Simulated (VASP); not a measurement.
# WC (Qusongite) (P-6m2) in VASP: relaxation of cell and atoms with r2SCAN

Aim: the relaxation of cell and atoms of WC (Qusongite) with r2SCAN.

Program: VASP 6.6.1. These are calculated values, not measurements. Logs are shortened: lines on timing, memory, paths and dates and some standing lists are left out, and cuts for length are marked.

## 1. The cell of the first run

The structure is hexagonal, space group P-6m2 (No. 187). The conventional cell has a = 2.907 Å, b = 2.907 Å, c = 2.837 Å, α = 90.00°, β = 90.00°, γ = 120.00°. W (site symmetry -6m2) has 6 C at 2.20 Å and 2 W at 2.84 Å within 2.9 Å. Within 2.9 Å of C (site symmetry -6m2) lie 6 W at 2.20 Å and 2 C at 2.84 Å.

## 2. Relaxation of cell and atoms, r2SCAN

POSCAR reads:

```
WC
1.0
    2.9065000000      0.0000000000      0.0000000000
   -1.4532500000      2.5171028361      0.0000000000
    0.0000000000      0.0000000000      2.8366000000
W C
1 1
Direct
    0.0000000000      0.0000000000      0.0000000000
    0.6666666667      0.3333333333      0.5000000000
```

INCAR.step1 reads:

```
SYSTEM = WC
ALGO = Normal ; EDIFF = 1E-4
ENCUT = 600 ; GGA = PE
ISMEAR = 0 ; LASPH = .True.
LCHARG = .False. ; LREAL = .False.
LWAVE = .True. ; NELM = 100
PREC = Accurate ; SIGMA = 0.1
```

INCAR.step2 reads:

```
SYSTEM = WC
ALGO = Normal ; EDIFF = 1E-7
EDIFFG = -0.005 ; ENCUT = 600
IBRION = 2 ; ISIF = 3
ISMEAR = 0 ; ISTART = 1
LASPH = .True. ; LCHARG = .False.
LMIXTAU = .True. ; LREAL = .False.
LWAVE = .False. ; METAGGA = R2SCAN
NELM = 100 ; NSW = 100
PREC = Accurate ; SIGMA = 0.1
```

KPOINTS reads:

```
k-points
0
Gamma
  18 18 14
  0 0 0
```

Potentials or basis: VASP PAW PBE potentials, release 64 (W_sv, C).

The run is started by

```sh
cat potpaw_PBE.64/W_sv/POTCAR potpaw_PBE.64/C/POTCAR > POTCAR
cp INCAR.step1 INCAR
mpirun -np 1 vasp_std > vasp.out
cp INCAR.step2 INCAR
mpirun -np 1 vasp_std > vasp.out
```

OUTCAR:

```text
SYSTEM = WC
   EDIFF = 1E-7
   EDIFFG = -0.005
   ENCUT = 600
   IBRION = 2
   ISIF = 3
   ISMEAR = 0
   ISTART = 1
   LASPH = .True.
   LREAL = .False.
   METAGGA = R2SCAN
   NELM = 100
   NSW = 100
   PREC = Accurate

 ion  position               nearest neighbor table
   1  0.000  0.000  0.000-   2 2.20   2 2.20   2 2.20   2 2.20   2 2.20   2 2.20
   2  0.667  0.333  0.500-   1 2.20   1 2.20   1 2.20   1 2.20   1 2.20   1 2.20

  LATTYP: Found a hexagonal cell.
 ALAT       =     2.9065000000
 C/A-ratio  =     0.9759504559

  Lattice vectors:

 A1 = (   2.9065000000,   0.0000000000,   0.0000000000)
 A2 = (  -1.4532500000,   2.5171028361,   0.0000000000)
 A3 = (   0.0000000000,   0.0000000000,   2.8366000000)

Analysis of symmetry for initial positions (statically):
=====================================================================
 Subroutine PRICEL returns:
 Original cell was already a primitive cell.

 Routine SETGRP: Setting up the symmetry group for a
 hexagonal supercell.

 Subroutine GETGRP returns: Found 12 space group operations
 (whereof 12 operations were pure point group operations)
 out of a pool of 24 trial point group operations.

The static configuration has the point symmetry D_3h.

Analysis of symmetry for dynamics (positions and initial velocities):
=====================================================================
 Subroutine PRICEL returns:
 Original cell was already a primitive cell.

 Routine SETGRP: Setting up the symmetry group for a
 hexagonal supercell.

 Subroutine GETGRP returns: Found 12 space group operations
 (whereof 12 operations were pure point group operations)
 out of a pool of 24 trial point group operations.

The dynamic configuration has the point symmetry D_3h.

 Subroutine INISYM returns: Found 12 space group operations
 (whereof 12 operations are pure point group operations),
 and found     1 'primitive' translations

----------------------------------------------------------------------------------------

                                     Primitive cell

  volume of cell :      20.7525

  direct lattice vectors                    reciprocal lattice vectors
     2.906500000  0.000000000  0.000000000     0.344056425  0.198641070  0.000000000
    -1.453250000  2.517102836  0.000000000     0.000000000  0.397282139  0.000000000
[... 106 lines left out ...]
  volume/ion in A,a.u.               =      10.38        70.02
  Fermi-wavevector in a.u.,A,eV,Ry     =   1.561262  2.950358 33.164744  2.437540
  Thomas-Fermi vector in A             =   2.664353
   LORBIT       =      0    0 simple, 1 ext, 2 COOP (PROOUT), +10 PAW based schemes
   METAGGA = R2SCAN    functional components
   LHFCALC =     F    Hartree Fock is set to
   AEXX    =    0.0000 exact exchange contribution
   IVDW    =     0    specifies the selected vdW correction
   LEPSILON=     F    determine dielectric tensor
   LRPA    =     F    only Hartree local field effects (RPA)
 conjugate gradient relaxation of ions
 non-spin polarized calculation
 Gauss-broadening in eV      SIGMA  =   0.10
  energy-cutoff  :      600.00
  volume of cell :       20.75
 maximum number of plane-waves:       704
 NGX is ok and might be reduce to    24
   NGX = 11   NGY = 11   NGZ = 11

--------------------------------------- Ionic step        1  -------------------------------------------

 number of electron      18.0000000 magnetization

 Free energy of the ion-electron system (eV)
  ---------------------------------------------------
  ext. energy  EPLUGINS =         0.00000000
  ---------------------------------------------------
  free energy    TOTEN  =       -61.61379664 eV

  energy without entropy =      -61.61239921  energy(sigma->0) =      -61.61309792

------------------------ aborting loop because EDIFF is reached ----------------------------------------

  FORCE on cell =-STRESS in cart. coord.  units (eV):
  Direction    XX          YY          ZZ          XY          YZ          ZX
  --------------------------------------------------------------------------------------
  -------------------------------------------------------------------------------------
  Total        0.4654312      0.4654312      0.3330241      0.0000000      0.0000000      0.0000000
  in kB       35.9332654     35.9332654     25.7108723      0.0000000      0.0000000      0.0000000
  external PRESSURE =      32.5258010 kB  Pullay stress =       0.0000000 kB
[... 167 lines left out ...]
--------------------------------------- Ionic step        6  -------------------------------------------

 number of electron      18.0000000 magnetization

 Free energy of the ion-electron system (eV)
  ---------------------------------------------------
  ext. energy  EPLUGINS =         0.00000000
  ---------------------------------------------------
  free energy    TOTEN  =       -61.61558289 eV

  energy without entropy =      -61.61416399  energy(sigma->0) =      -61.61487344

 E-fermi :  10.8329     XC(G=0): -14.9179

 val. band max:       10.8178725268   @ k =   0.3333   0.3333   0.0714
 cond. band min:      10.8454310885   @ k =   0.0556  -0.0000   0.2143
 fundamental gap:      0.0275585617
 Fermi energy:        10.8328738125

 k-point     1 :       0.0000    0.0000    0.0000
  band No.  band energies     occupation
      1     -65.1147      2.00000
      2     -28.4174      2.00000
      3     -28.3201      2.00000
      4     -28.3201      2.00000
      5      -4.3296      2.00000
      6       6.4071      2.00000
      7       7.3871      2.00000
      8       7.3871      2.00000
      9      10.9684      0.05523
     10      14.2314      0.00000
     11      14.2314      0.00000
     12      16.7741      0.00000
     13      16.7741      0.00000
[... 354 lines left out ...]
  band No.  band energies     occupation
      1     -65.0521      2.00000
      2     -29.1028      2.00000
      3     -28.5714      2.00000
      4     -28.3033      2.00000
      5      -0.9246      2.00000
      6       3.7257      2.00000
      7       7.1417      2.00000
      8       7.2517      2.00000
      9      10.3138      2.00000
     10      12.8130      0.00000
     11      14.5569      0.00000
     12      15.8224      0.00000
     13      18.7577      0.00000

 [... further k-points ...]

------------------------ aborting loop because EDIFF is reached ----------------------------------------

  FORCE on cell =-STRESS in cart. coord.  units (eV):
  Direction    XX          YY          ZZ          XY          YZ          ZX
  --------------------------------------------------------------------------------------
  -------------------------------------------------------------------------------------
  Total        0.0056825      0.0056825      0.0055984     -0.0000000     -0.0000000      0.0000000
  in kB        0.4352159      0.4352159      0.4287709     -0.0000000     -0.0000000      0.0000000
  external PRESSURE =       0.4330676 kB  Pullay stress =       0.0000000 kB
[... 17 lines left out ...]
  FREE ENERGIE OF THE ION-ELECTRON SYSTEM (eV)
  ---------------------------------------------------
  free  energy   TOTEN  =       -61.6155828923 eV

  energy  without entropy=      -61.6141639931  energy(sigma->0) =      -61.61487344

 reached required accuracy - stopping structural energy minimisation
```

OUTCAR.step1:

```text
SYSTEM = WC
   EDIFF = 1E-4
   ENCUT = 600
   GGA = PE
   ISMEAR = 0
   LASPH = .True.
   LREAL = .False.
[... 606 lines left out ...]
      0.00000      0.00000      0.00000        -0.000000      0.000000      0.000000
      1.45325      0.83903      1.41830         0.000000      0.000000      0.000000
 -----------------------------------------------------------------------------------
    total drift:                               -0.000000      0.000000      0.000000

  FREE ENERGIE OF THE ION-ELECTRON SYSTEM (eV)
  ---------------------------------------------------
  free  energy   TOTEN  =       -22.4436013087 eV

  energy  without entropy=      -22.4422693686  energy(sigma->0) =      -22.44293534
```

OSZICAR.step1:

```text
N       E                     dE             d eps       ncg     rms          rms(c)
DAV:   1     0.120440760134E+03    0.12044E+03   -0.10665E+04  7696   0.170E+03
DAV:   2    -0.210687389341E+02   -0.14151E+03   -0.13774E+03  8726   0.407E+02
DAV:   3    -0.254722067341E+02   -0.44035E+01   -0.43601E+01  9502   0.647E+01
DAV:   4    -0.255164605553E+02   -0.44254E-01   -0.44232E-01  8342   0.689E+00
DAV:   5    -0.255168169134E+02   -0.35636E-03   -0.35632E-03  9161   0.642E-01    0.324E+01
DAV:   6    -0.225348326766E+02    0.29820E+01   -0.95502E+00  8681   0.318E+01    0.866E+00
DAV:   7    -0.224707757548E+02    0.64057E-01   -0.41853E-01  8016   0.582E+00    0.614E+00
DAV:   8    -0.224447065798E+02    0.26069E-01   -0.68857E-02  8566   0.253E+00    0.874E-01
DAV:   9    -0.224436502629E+02    0.10563E-02   -0.34995E-03  8366   0.477E-01    0.119E-01
DAV:  10    -0.224436013087E+02    0.48954E-04   -0.26452E-04  7931   0.219E-01
   1 F= -.22443601E+02 E0= -.22442935E+02  d E =-.133194E-02
```

It took 16 min on 1 thread of Intel Xeon Platinum 8175M at 2.50GHz (Skylake/Cascade Lake), shared host; peak memory 0.24 GiB.

What came out:

```yaml
Free_energy: -61.6156 eV
Relaxed_volume: 10.46 Å³/atom
Relaxed_cell: a = 2.916 Å, b = 2.916 Å, c = 2.840 Å, α = 90.00°, β = 90.00°, γ = 120.00°
Space_group_after_relaxing_to_0.05_Å: P-6m2 (No. 187)
Energy_gained_by_relaxing: 0.9 meV/atom
Ionic_steps: 6
Pressure_after_relaxing: 0.0 GPa
Band_gap_on_the_k_mesh: zero (band 9 reaches 11.60 eV, above the bottom of band 10 at 10.29 eV)
```

Step by step:
```csv
step,energy change (eV),largest force (eV/Å),pressure (GPa),volume (Å³)
1,0.0000,0.0000,3.25,20.75
2,0.0110,0.0000,-8.53,21.39
3,-0.0017,0.0000,-0.08,20.92
4,-0.0017,0.0000,-0.02,20.92
5,-0.0017,0.0000,0.11,20.92
6,-0.0018,0.0000,0.04,20.92
```

Final structure:
```
W C
1.0
     2.91621    0.00000    0.00000
    -1.45811    2.52551    0.00000
     0.00000    0.00000    2.84039
W C
1 1
Direct
  0.00000 0.00000 0.00000
  0.66667 0.33333 0.50000
```

Caveat: the PAW data sets were made with another functional, which shifts forces and pressure a little; spin-orbit coupling is left out, which moves the levels of the heavy elements. Zero-point motion and thermal expansion aren't in these numbers.
